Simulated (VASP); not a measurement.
# DyC3 (Fd-3m) in VASP: single point with PBE

Aim: the single point of DyC3 with PBE.

Program: VASP 6.6.1. These are calculated values, not measurements. Logs are shortened: lines on timing, memory, paths and dates and some standing lists are left out, and cuts for length are marked.

## 1. The cell of the first run

Symmetry: Fd-3m, No. 227, cubic system. Conventional cell: a = 10.263 Å, b = 10.263 Å, c = 10.263 Å, α = 90.00°, β = 90.00°, γ = 90.00°. Dy (site symmetry -43m) has 4 C at 2.22 Å within 2.9 Å. Within 5.6 Å of C (site symmetry -43m) lie 16 C at 4.25 to 4.44 Å and 10 Dy at 4.44 to 5.13 Å. C (site symmetry -3m) has 2 Dy at 2.22 Å within 2.9 Å.

The cell was built from a structure type or drawn by symmetry, and may not be a known phase.

## 2. Single point, PBE

INCAR

```
SYSTEM = DyC3
PREC = Accurate
ENCUT = 600
EDIFF = 1E-6
ISMEAR = 0
SIGMA = 0.2
LREAL = .False.
LASPH = .True.
NELM = 200
ALGO = Normal
ISIF = 2
LWAVE = .False.
LCHARG = .False.
GGA = PE
NBANDS = 31
GGA_COMPAT = .False.
LMAXMIX = 6
```

KPOINTS

```
Automatic mesh
0
Gamma
  4 4 4
  0 0 0
```

POSCAR

```
DyC3
1.0
    0.0000000000      5.1315435093      5.1315435093
    5.1315435093      0.0000000000      5.1315435093
    5.1315435093      5.1315435093      0.0000000000
Dy C
2 6
Direct
    0.2500000000      0.2500000000      0.2500000000
    0.0000000000      0.0000000000      0.0000000000
    0.7500000000      0.7500000000      0.7500000000
    0.5000000000      0.5000000000      0.5000000000
    0.1250000000      0.1250000000      0.1250000000
    0.1250000000      0.1250000000      0.6250000000
    0.1250000000      0.6250000000      0.1250000000
    0.6250000000      0.1250000000      0.1250000000
```

Potentials or basis: VASP PAW PBE potentials, release 64 (Dy_3, C), 4f in core.

On the command line:

```
$ cat potpaw_PBE.64/Dy_3/POTCAR potpaw_PBE.64/C/POTCAR > POTCAR
$ mpirun -np 1 vasp_std > vasp.out
```

OUTCAR:

```text
SYSTEM = DyC3
   PREC = Accurate
   ENCUT = 600
   EDIFF = 1E-6
   ISMEAR = 0
   LREAL = .False.
   LASPH = .True.
   NELM = 200
   ISIF = 2
   GGA = PE

 ion  position               nearest neighbor table
   1  0.250  0.250  0.250-   5 2.22   6 2.22   7 2.22   8 2.22
   2  0.000  0.000  0.000-   5 2.22   6 2.22   7 2.22   8 2.22
   3  0.750  0.750  0.750-
   4  0.500  0.500  0.500-
   5  0.125  0.125  0.125-   1 2.22   2 2.22
   6  0.125  0.125  0.625-   1 2.22   2 2.22
   7  0.125  0.625  0.125-   1 2.22   2 2.22
   8  0.625  0.125  0.125-   1 2.22   2 2.22

  LATTYP: Found a face centered cubic cell.
 ALAT       =    10.2630870186

  Lattice vectors:

 A1 = (   0.0000000000,   5.1315435093,   5.1315435093)
 A2 = (   5.1315435093,   0.0000000000,   5.1315435093)
 A3 = (   5.1315435093,   5.1315435093,   0.0000000000)

Analysis of symmetry for initial positions (statically):
=====================================================================
 Subroutine PRICEL returns:
 Original cell was already a primitive cell.

 Routine SETGRP: Setting up the symmetry group for a
 face centered cubic supercell.

 Subroutine GETGRP returns: Found 48 space group operations
 (whereof 24 operations were pure point group operations)
 out of a pool of 48 trial point group operations.

The static configuration has the point symmetry T_d .
 The point group associated with its full space group is O_h .

Analysis of symmetry for dynamics (positions and initial velocities):
=====================================================================
 Subroutine PRICEL returns:
 Original cell was already a primitive cell.

 Routine SETGRP: Setting up the symmetry group for a
 face centered cubic supercell.

 Subroutine GETGRP returns: Found 48 space group operations
 (whereof 24 operations were pure point group operations)
 out of a pool of 48 trial point group operations.

The dynamic configuration has the point symmetry T_d .
 The point group associated with its full space group is O_h .

 Subroutine INISYM returns: Found 48 space group operations
 (whereof 24 operations are pure point group operations),
 and found     1 'primitive' translations

----------------------------------------------------------------------------------------

                                     Primitive cell

  volume of cell :     270.2552

  direct lattice vectors                    reciprocal lattice vectors
     0.000000000  5.131543509  5.131543509    -0.097436570  0.097436570  0.097436570
     5.131543509  0.000000000  5.131543509     0.097436570 -0.097436570  0.097436570
     5.131543509  5.131543509  0.000000000     0.097436570  0.097436570 -0.097436570

  length of vectors
     7.257098427  7.257098427  7.257098427     0.168765090  0.168765090  0.168765090

  position of ions in fractional coordinates (direct lattice)
     0.250000000  0.250000000  0.250000000
     0.000000000  0.000000000  0.000000000
     0.750000000  0.750000000  0.750000000
     0.500000000  0.500000000  0.500000000
     0.125000000  0.125000000  0.125000000
     0.125000000  0.125000000  0.625000000
     0.125000000  0.625000000  0.125000000
     0.625000000  0.125000000  0.125000000

  ion indices of the primitive-cell ions
   primitive index   ion index
                 1           1
                 2           2
                 3           3
                 4           4
                 5           5
                 6           6
                 7           7
                 8           8

----------------------------------------------------------------------------------------

 KPOINTS: Automatic mesh

Automatic generation of k-mesh.
 Grid dimensions read from file:
 generate k-points for:    4    4    4

 Generating k-lattice:

  Cartesian coordinates                     Fractional coordinates (reciprocal lattice)
    -0.024359143  0.024359143  0.024359143     0.250000000  0.000000000  0.000000000
     0.024359143 -0.024359143  0.024359143     0.000000000  0.250000000  0.000000000
     0.024359143  0.024359143 -0.024359143     0.000000000  0.000000000  0.250000000

  Length of vectors
     0.042191273  0.042191273  0.042191273

  Shift w.r.t. Gamma in fractional coordinates (k-lattice)
     0.000000000  0.000000000  0.000000000

 Subroutine IBZKPT returns following result:
 ===========================================

 Found      8 irreducible k-points:

 Following reciprocal coordinates:
            Coordinates               Weight
  0.000000  0.000000  0.000000      1.000000
  0.250000  0.000000  0.000000      8.000000
  0.500000  0.000000  0.000000      4.000000
  0.250000  0.250000  0.000000      6.000000
  0.500000  0.250000  0.000000     24.000000
 -0.250000  0.250000  0.000000     12.000000
  0.500000  0.500000  0.000000      3.000000
 -0.250000  0.500000  0.250000      6.000000
   k-points           NKPTS =      8   k-points in BZ     NKDIM =      8   number of bands    NBANDS=     31
   number of dos      NEDOS =    301   number of ions     NIONS =      8
   total plane-waves  NPLWV = 216000
   dimension x,y,z NGX =    60 NGY =   60 NGZ =   60
   dimension x,y,z NGXF=   120 NGYF=  120 NGZF=  120
   ions per type =               2   6
   NGX,Y,Z   is equivalent  to a cutoff of  13.74, 13.74, 13.74 a.u.
   NGXF,Y,Z  is equivalent  to a cutoff of  27.49, 27.49, 27.49 a.u.
 SYSTEM =  DyC3
   PREC   = accura    normal or accurate (medium, high low for compatibility)
   ISTART =      0    job   : 0-new  1-cont  2-samecut
   ICHARG =      2    charge: 1-file 2-atom 10-const
   ISPIN  =      1    spin polarized calculation?
   LNONCOLLINEAR =      F non collinear calculations
   LSORBIT =      F    spin-orbit coupling
   LASPH  =      T    aspherical Exc in radial PAW
   ENCUT  =  600.0 eV  44.10 Ry    6.64 a.u.  14.49 14.49 14.49*2*pi/ulx,y,z
   NELM   =    200;   NELMIN=  2; NELMDL= -5     # of ELM steps
   EDIFF  = 0.1E-05   stopping-criterion for ELM
   LREAL  =      F    real-space projection
   EDIFFG = 0.1E-04   stopping-criterion for IOM
   NSW    =      0    number of steps for IOM
   IBRION =     -1    ionic relax: 0-MD 1-quasi-New 2-CG
   NFREE  =      0    steps in history (QN), initial steepest desc. (CG)
   ISIF   =      2    stress and relaxation
   ISYM   =      2    0-nonsym 1-usesym 2-fastsym
   POTIM  = 0.5000    time-step for ionic-motion
   TEBEG  =    0.0;   TEEND  =   0.0 temperature during run
   PSTRESS=    0.0 pullay stress
   NELECT =      42.0000    total number of electrons
   NUPDOWN=      -1.0000    fix difference up-down
   EMIN   =  10.00;   EMAX   =-10.00  energy-range for DOS
   EFERMI =   0.00;   METHOD = LEGACY
   ISMEAR =     0;   SIGMA  =   0.20  broadening in eV -4-tet -1-fermi 0-gaus
   EFERMI_NEDOS =   21; number of points for ismear=-14 and -15
   IALGO  =     38    algorithm
   IMIX   =      4    mixing-type and parameters
     AMIX     =   0.40;   BMIX     =  1.00
     AMIX_MAG =   1.60;   BMIX_MAG =  1.00
  volume/ion in A,a.u.               =      33.78       227.97
  Fermi-wavevector in a.u.,A,eV,Ry     =   0.880170  1.663280 10.540424  0.774699
  Thomas-Fermi vector in A             =   2.000494
   LORBIT       =      0    0 simple, 1 ext, 2 COOP (PROOUT), +10 PAW based schemes
   GGA     = PE    functional components
   LHFCALC =     F    Hartree Fock is set to
   AEXX    =    0.0000 exact exchange contribution
   IVDW    =     0    specifies the selected vdW correction
   LEPSILON=     F    determine dielectric tensor
   LRPA    =     F    only Hartree local field effects (RPA)
 non-spin polarized calculation
 Gauss-broadening in eV      SIGMA  =   0.20
  energy-cutoff  :      600.00
  volume of cell :      270.26
 maximum number of plane-waves:      9185
 NGX is ok and might be reduce to    60
   NGX = 29   NGY = 29   NGZ = 29

 number of electron      42.0000000 magnetization

 Free energy of the ion-electron system (eV)
  ---------------------------------------------------
  ext. energy  EPLUGINS =         0.00000000
  ---------------------------------------------------
  free energy    TOTEN  =       -29.22498290 eV

  energy without entropy =      -28.79143866  energy(sigma->0) =      -29.00821078

 E-fermi :  -2.1048     XC(G=0):  -6.5990

 val. band max:       -2.1251178897   @ k =   0.2500   0.0000   0.0000
 cond. band min:      -2.0882365290   @ k =   0.2500   0.2500   0.0000
 fundamental gap:      0.0368813607
 Fermi energy:        -2.1047946733

 k-point     1 :       0.0000    0.0000    0.0000
  band No.  band energies     occupation
      1     -23.0166      2.00000
      2     -23.0166      2.00000
      3     -23.0166      2.00000
      4     -22.9453      2.00000
      5     -22.9453      2.00000
      6     -22.9453      2.00000
[... 23 lines left out ...]
     30      -1.0322      0.00000
     31       2.7381      0.00000

 k-point     2 :       0.2500    0.0000    0.0000
  band No.  band energies     occupation
      1     -23.0185      2.00000
      2     -23.0185      2.00000
      3     -23.0120      2.00000
      4     -22.9501      2.00000
      5     -22.9433      2.00000
      6     -22.9433      2.00000
[... 23 lines left out ...]
     30      -1.0303      0.00000
     31       3.0075      0.00000

 k-point     3 :       0.5000    0.0000    0.0000
  band No.  band energies     occupation
      1     -23.0203      2.00000
      2     -23.0203      2.00000
      3     -23.0065      2.00000
      4     -22.9559      2.00000
      5     -22.9415      2.00000
      6     -22.9415      2.00000
[... 159 lines left out ...]
     30      -1.2152      0.00000
     31       3.4352      0.00000

 k-point     8 :      -0.2500    0.5000    0.2500
  band No.  band energies     occupation
      1     -23.0240      2.00000
      2     -23.0240      2.00000
      3     -22.9813      2.00000
      4     -22.9813      2.00000
      5     -22.9377      2.00000
      6     -22.9377      2.00000
[... 23 lines left out ...]
     30      -1.3861      0.00000
     31       3.6868      0.00000

------------------------ aborting loop because EDIFF is reached ----------------------------------------

  FORCE on cell =-STRESS in cart. coord.  units (eV):
  Direction    XX          YY          ZZ          XY          YZ          ZX
  --------------------------------------------------------------------------------------
  -------------------------------------------------------------------------------------
  Total        1.6180287      1.6180287      1.6180287     -0.0000000      0.0000000      0.0000000
  in kB        9.5923002      9.5923002      9.5923002     -0.0000000      0.0000000      0.0000000
  external PRESSURE =       9.5923002 kB  Pullay stress =       0.0000000 kB

 VOLUME and BASIS-vectors are now :
 -----------------------------------------------------------------------------
  energy-cutoff  :      600.00
  volume of cell :      270.26
      direct lattice vectors                 reciprocal lattice vectors
     0.000000000  5.131543509  5.131543509    -0.097436570  0.097436570  0.097436570
     5.131543509  0.000000000  5.131543509     0.097436570 -0.097436570  0.097436570
     5.131543509  5.131543509  0.000000000     0.097436570  0.097436570 -0.097436570

 POSITION                                       TOTAL-FORCE (eV/Angst)
 -----------------------------------------------------------------------------------
      2.56577      2.56577      2.56577         0.000000      0.000000      0.000000
      0.00000      0.00000      0.00000        -0.000000     -0.000000     -0.000000
      7.69732      7.69732      7.69732         0.000000      0.000000      0.000000
      5.13154      5.13154      5.13154        -0.000000     -0.000000     -0.000000
      1.28289      1.28289      1.28289        -0.000000      0.000000      0.000000
      3.84866      3.84866      1.28289        -0.000000      0.000000      0.000000
      3.84866      1.28289      3.84866        -0.000000      0.000000      0.000000
      1.28289      3.84866      3.84866        -0.000000      0.000000      0.000000
 -----------------------------------------------------------------------------------
    total drift:                                0.000000      0.000000     -0.000000

  FREE ENERGIE OF THE ION-ELECTRON SYSTEM (eV)
  ---------------------------------------------------
  free  energy   TOTEN  =       -29.2249828954 eV

  energy  without entropy=      -28.7914386577  energy(sigma->0) =      -29.00821078
```

Run time: 95 s. Hardware: 1 thread of Intel Xeon 6975P-C (Granite Rapids), shared host; peak memory 0.52 GiB.

What came out:

```
Free energy            : -29.2250 eV
Pressure               : 1.0 GPa
Band gap on the k mesh : zero (bands 21 and 22 overlap by 0.25 eV)
```

Levels at points of the mesh, in eV from the Fermi level:
```
           k point  band 17  band 18  band 19  band 20  band 21  band 22  band 23  band 24  band 25  band 26
(0.00, 0.00, 0.00)    -0.93    -0.93    -0.08    -0.08    -0.08     0.08     0.08     0.08     0.79     0.79
(0.50, 0.00, 0.00)    -0.30    -0.30    -0.29    -0.29    -0.28    -0.05     0.12     0.12     0.34     0.40
(0.50, 0.50, 0.00)    -0.34    -0.34    -0.32    -0.32    -0.16    -0.16     0.14     0.14     0.23     0.23
```

Caveat: spin-orbit coupling is left out, which moves the levels of the heavy elements; the 4f electrons are frozen in the core, so they carry no moment and show no levels. Spin polarisation is off, so any magnetic state and its effect on volume and gap are missing.
